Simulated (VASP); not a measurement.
# BaS (Fm-3m) in VASP: vibrations by perturbation theory with PBE

Aim: the vibrations by perturbation theory of BaS with PBE.

Everything below comes from runs of VASP 6.6.1. Logs are shortened: lines on timing, memory, paths and dates and some standing lists are left out, and cuts for length are marked.

**1. The cell of the first run**

Symmetry: Fm-3m, No. 225, cubic system. The conventional cell has a = 6.429 Å, b = 6.429 Å, c = 6.429 Å, α = 90.00°, β = 90.00°, γ = 90.00°. Within 4.2 Å of Ba (site symmetry m-3m) lie 6 S at 3.21 Å. S (site symmetry m-3m) has 6 Ba at 3.21 Å within 4.2 Å.

**2. Vibrations by perturbation theory, PBE**

INCAR

```
SYSTEM = BaS
PREC     = Accurate       ! precision mode
ENCUT    = 520            ! plane-wave cutoff, eV
EDIFF    = 1E-8           ! SCF threshold, eV
ISMEAR   = 0              ! smearing method
SIGMA    = 0.01           ! smearing width, eV
LREAL    = .FALSE.        ! projectors in reciprocal space
LASPH    = .TRUE.         ! aspherical terms in the spheres
NELM     = 80             ! most SCF steps
ALGO     = Normal         ! electronic algorithm
ISIF     = 2              ! what is computed and relaxed
LWAVE    = .FALSE.        ! write WAVECAR
LCHARG   = .FALSE.        ! write CHGCAR
GGA      = PE             ! functional
IBRION   = 8              ! ionic algorithm
NSW      = 1              ! ionic steps
LEPSILON = .TRUE.         ! dielectric tensor by DFPT
```

KPOINTS

```
regular mesh
0
G
  8 8 8
  0 0 0
```

POSCAR

```
BaS
1.0
    0.0000000000      3.2142996129      3.2142996129
    3.2142996129      0.0000000000      3.2142996129
    3.2142996129      3.2142996129      0.0000000000
Ba S
1 1
Direct
    0.0000000000      0.0000000000      0.0000000000
    0.5000000000      0.5000000000      0.5000000000
```

Potentials or basis: VASP PAW PBE potentials, release 64 (Ba_sv, S).

Launch:

```bash
$ cat potpaw_PBE.64/Ba_sv/POTCAR potpaw_PBE.64/S/POTCAR > POTCAR
$ mpirun -np 1 vasp_std > vasp.out
```

OUTCAR:

```text
SYSTEM = BaS
   PREC = Accurate
   ENCUT = 520
   EDIFF = 1E-8
   ISMEAR = 0
   LREAL = .FALSE.
   LASPH = .TRUE.
   NELM = 80
   ISIF = 2
   GGA = PE
   IBRION = 8
   NSW = 1
   LEPSILON = .TRUE.

 ion  position               nearest neighbor table
   1  0.000  0.000  0.000-   2 3.21   2 3.21   2 3.21   2 3.21   2 3.21   2 3.21
   2  0.500  0.500  0.500-   1 3.21   1 3.21   1 3.21   1 3.21   1 3.21   1 3.21

  LATTYP: Found a face centered cubic cell.
 ALAT       =     6.4285992258

  Lattice vectors:

 A1 = (   0.0000000000,   3.2142996129,   3.2142996129)
 A2 = (   3.2142996129,   0.0000000000,   3.2142996129)
 A3 = (   3.2142996129,   3.2142996129,   0.0000000000)

Analysis of symmetry for initial positions (statically):
=====================================================================
 Subroutine PRICEL returns:
 Original cell was already a primitive cell.

 Routine SETGRP: Setting up the symmetry group for a
 face centered cubic supercell.

 Subroutine GETGRP returns: Found 48 space group operations
 (whereof 48 operations were pure point group operations)
 out of a pool of 48 trial point group operations.

The static configuration has the point symmetry O_h .

Analysis of symmetry for dynamics (positions and initial velocities):
=====================================================================
 Subroutine PRICEL returns:
 Original cell was already a primitive cell.

 Routine SETGRP: Setting up the symmetry group for a
 face centered cubic supercell.

 Subroutine GETGRP returns: Found 48 space group operations
 (whereof 48 operations were pure point group operations)
 out of a pool of 48 trial point group operations.

The dynamic configuration has the point symmetry O_h .

 Subroutine INISYM returns: Found 48 space group operations
 (whereof 48 operations are pure point group operations),
 and found     1 'primitive' translations

----------------------------------------------------------------------------------------

                                     Primitive cell

  volume of cell :      66.4185

  direct lattice vectors                    reciprocal lattice vectors
     0.000000000  3.214299613  3.214299613    -0.155554883  0.155554883  0.155554883
     3.214299613  0.000000000  3.214299613     0.155554883 -0.155554883  0.155554883
     3.214299613  3.214299613  0.000000000     0.155554883  0.155554883 -0.155554883

  length of vectors
     4.545706106  4.545706106  4.545706106     0.269428961  0.269428961  0.269428961

  position of ions in fractional coordinates (direct lattice)
     0.000000000  0.000000000  0.000000000
     0.500000000  0.500000000  0.500000000

  ion indices of the primitive-cell ions
   primitive index   ion index
                 1           1
                 2           2

----------------------------------------------------------------------------------------

 KPOINTS: regular mesh

Automatic generation of k-mesh.
 Grid dimensions read from file:
 generate k-points for:    8    8    8

 Generating k-lattice:

  Cartesian coordinates                     Fractional coordinates (reciprocal lattice)
    -0.019444360  0.019444360  0.019444360     0.125000000  0.000000000  0.000000000
     0.019444360 -0.019444360  0.019444360     0.000000000  0.125000000  0.000000000
     0.019444360  0.019444360 -0.019444360     0.000000000  0.000000000  0.125000000

  Length of vectors
     0.033678620  0.033678620  0.033678620

  Shift w.r.t. Gamma in fractional coordinates (k-lattice)
     0.000000000  0.000000000  0.000000000

 Subroutine IBZKPT returns following result:
[... 477 lines left out ...]

 POSITION                                       TOTAL-FORCE (eV/Angst)
 -----------------------------------------------------------------------------------
      0.00000      0.00000      0.00000         0.000000      0.000000      0.000000
      3.21430      3.21430      3.21430        -0.000000     -0.000000     -0.000000
 -----------------------------------------------------------------------------------
    total drift:                                0.000000      0.000000      0.000000

  FREE ENERGIE OF THE ION-ELECTRON SYSTEM (eV)
  ---------------------------------------------------
  free  energy   TOTEN  =       -10.1926712348 eV

  energy  without entropy=      -10.1926712348  energy(sigma->0) =      -10.19267123

 HEAD OF MICROSCOPIC STATIC DIELECTRIC TENSOR (INDEPENDENT PARTICLE, excluding Hartree and local field effects)
 ------------------------------------------------------
           5.277882     0.000000     0.000000
           0.000000     5.277882     0.000000
           0.000000    -0.000000     5.277882
 ------------------------------------------------------

 Free energy of the ion-electron system (eV)
  ---------------------------------------------------
  ---------------------------------------------------
  free energy    TOTEN  =        -0.79415513 eV

  energy without entropy =       -0.79415513

------------------------ aborting loop because EDIFF is reached ----------------------------------------

--------------------------------------- Ionic step        2  -------------------------------------------

------------------------ aborting loop because EDIFF is reached ----------------------------------------

--------------------------------------- Ionic step        3  -------------------------------------------

------------------------ aborting loop because EDIFF is reached ----------------------------------------

 PIEZOELECTRIC TENSOR FIELD DIRECTION 3  (e Angst)
 -----------------------------------------------------------------------------
    -0.00001  0.00000 -0.00000           (  0.00000  0.00000  0.00000)
     0.00000 -0.00001  0.00000           (  0.00000  0.00000  0.00000)
     0.00000 -0.00000 -0.00190           (  0.00000  0.00000  0.00001)

 PIEZOELECTRIC TENSOR FIELD DIRECTION 3  (C/m^2)
 -----------------------------------------------------------------------------
    -0.00000  0.00000 -0.00000
     0.00000 -0.00000  0.00000
     0.00000 -0.00000 -0.00046

--------------------------------------- Ionic step        4  -------------------------------------------

------------------------ aborting loop because EDIFF is reached ----------------------------------------

[... ionic steps 5 to 6 ...]

--------------------------------------- Ionic step        7  -------------------------------------------

 Free energy of the ion-electron system (eV)
  ---------------------------------------------------
  ---------------------------------------------------
  free energy    TOTEN  =        -0.11222916 eV

  energy without entropy =       -0.11222916

------------------------ aborting loop because EDIFF is reached ----------------------------------------

 INTERNAL STRAIN TENSOR  FOR ION    2  DIRECTION 1   (eV/Angst):
 -----------------------------------------------------------------------------
    -0.01139  0.00000  0.00000
    -0.00000  0.00252  0.00000
    -0.00000  0.00000  0.00252

 MACROSCOPIC STATIC DIELECTRIC TENSOR (including local field effects in DFT)
 ------------------------------------------------------
           4.841942    -0.000000    -0.000000
           0.000000     4.841942    -0.000000
           0.000000     0.000000     4.841942
 ------------------------------------------------------

 PIEZOELECTRIC TENSOR (including local field effects)  for field in x, y, z        (e  Angst)
          XX          YY          ZZ          XY          YZ          ZX
  --------------------------------------------------------------------------------
  x     0.00000     0.00000     0.00000     0.00000     0.00000     0.00000
  y     0.00000     0.00000     0.00000     0.00000     0.00000     0.00000
  z     0.00000     0.00000     0.00000     0.00000     0.00000     0.00000

 PIEZOELECTRIC TENSOR (including local field effects)  for field in x, y, z        (C/m^2)
          XX          YY          ZZ          XY          YZ          ZX
  --------------------------------------------------------------------------------
  x     0.00000     0.00000     0.00000     0.00000     0.00000     0.00000
  y     0.00000     0.00000     0.00000     0.00000     0.00000     0.00000
  z     0.00000     0.00000     0.00000     0.00000     0.00000     0.00000

 BORN EFFECTIVE CHARGES (including local field effects) (in |e|, cummulative output)
 ---------------------------------------------------------------------------------
 ion    1
    1     2.61189    -0.00000     0.00000
    2     0.00000     2.61189     0.00000
    3     0.00000     0.00000     2.61189
 ion    2
    1    -2.61189     0.00000     0.00000
    2    -0.00000    -2.61189     0.00000
    3     0.00000     0.00000    -2.61189

 INTERNAL STRAIN TENSOR FOR ION    2 for displacements in x,y,z  (eV/Angst):
          X           Y           Z          XY          YZ          ZX
  --------------------------------------------------------------------------------
  x     0.00000     0.00000     0.00000     0.00000     0.00000     0.00000
  y     0.00000     0.00000     0.00000     0.00000     0.00000     0.00000
  z     0.00000     0.00000     0.00000     0.00000     0.00000     0.00000

 SECOND DERIVATIVES (NOT SYMMETRIZED)
 ------------------------------------
               1X          1Y          1Z          2X          2Y          2Z
  1X    -1.920114    0.000000    0.000000    1.920114    0.000000    0.000000
  1Y     0.000000   -1.920114    0.000000    0.000000    1.920114    0.000000
  1Z     0.000000    0.000000   -1.920114    0.000000    0.000000    1.920114
  2X     1.927837    0.000000    0.000000   -1.927837    0.000000    0.000000
  2Y     0.000000    1.927837    0.000000    0.000000   -1.927837    0.000000
  2Z     0.000000    0.000000    1.927837    0.000000    0.000000   -1.927837

 Eigenvectors and eigenvalues of the dynamical matrix
 ----------------------------------------------------

   1 f  =    4.255677 THz    26.739204 2PiTHz  141.954090 cm-1    17.600056 meV
             X         Y         Z           dx          dy          dz
      0.000000  0.000000  0.000000     0.434378   -0.000000    0.000000
      3.214300  3.214300  3.214300    -0.900731   -0.000000    0.000000
[... 21 lines left out ...]
   6 f/i=    0.003342 THz     0.020998 2PiTHz    0.111475 cm-1     0.013821 meV
             X         Y         Z           dx          dy          dz
      0.000000  0.000000  0.000000     0.233387   -0.782690   -0.379793
      3.214300  3.214300  3.214300     0.112551   -0.377453   -0.183156

--------------------------------------------------------------------------------------------------------

 MACROSCOPIC STATIC DIELECTRIC TENSOR IONIC CONTRIBUTION
 ------------------------------------------------------
           9.660230    -0.000000    -0.000000
          -0.000000     9.660230    -0.000000
          -0.000000    -0.000000     9.660230
 ------------------------------------------------------

 ELASTIC MODULI CONTR FROM IONIC RELAXATION (kBar)
 Direction    XX          YY          ZZ          XY          YZ          ZX
 --------------------------------------------------------------------------------
 XX           0.0000      0.0000      0.0000      0.0000      0.0000      0.0000
 YY           0.0000      0.0000      0.0000      0.0000      0.0000      0.0000
 ZZ           0.0000      0.0000      0.0000      0.0000      0.0000      0.0000
 XY           0.0000      0.0000      0.0000      0.0000      0.0000      0.0000
 YZ           0.0000      0.0000      0.0000      0.0000      0.0000      0.0000
 ZX           0.0000      0.0000      0.0000      0.0000      0.0000      0.0000
 --------------------------------------------------------------------------------

 PIEZOELECTRIC TENSOR IONIC CONTR  for field in x, y, z        (C/m^2)
          XX          YY          ZZ          XY          YZ          ZX
  --------------------------------------------------------------------------------
  x     0.00000     0.00000     0.00000     0.00000     0.00000     0.00000
  y     0.00000     0.00000     0.00000     0.00000     0.00000     0.00000
  z     0.00000     0.00000     0.00000     0.00000     0.00000     0.00000
```

Wall time 9.5 min (1 thread of Intel Xeon Platinum 8488C (Sapphire Rapids), shared host); peak memory 0.34 GiB.

Results:

```yaml
Electronic_dielectric_tensor_diagonal: 4.84
Born_charges_mean_of_the_diagonal: Ba +2.61; S -2.61 e
Highest_phonon_frequency_at_Γ_LO-TO_splitting_left_out: 142 cm⁻¹
```

Phonon frequencies in cm⁻¹ (negative: imaginary):
| q point | frequencies |
| --- | --- |
| (0.000, 0.000, 0.000) | 0 0 0 142 142 142 |

Electronic dielectric tensor:
```
4.84 0.00 0.00
0.00 4.84 0.00
0.00 0.00 4.84
```

Born effective charge tensors (e):
atom 1, Ba
```
2.61 0.00 0.00
0.00 2.61 0.00
0.00 0.00 2.61
```
atom 2, S
```
-2.61  0.00  0.00
 0.00 -2.61  0.00
 0.00  0.00 -2.61
```

Caveat: spin-orbit coupling is left out, which moves the levels of the heavy elements.
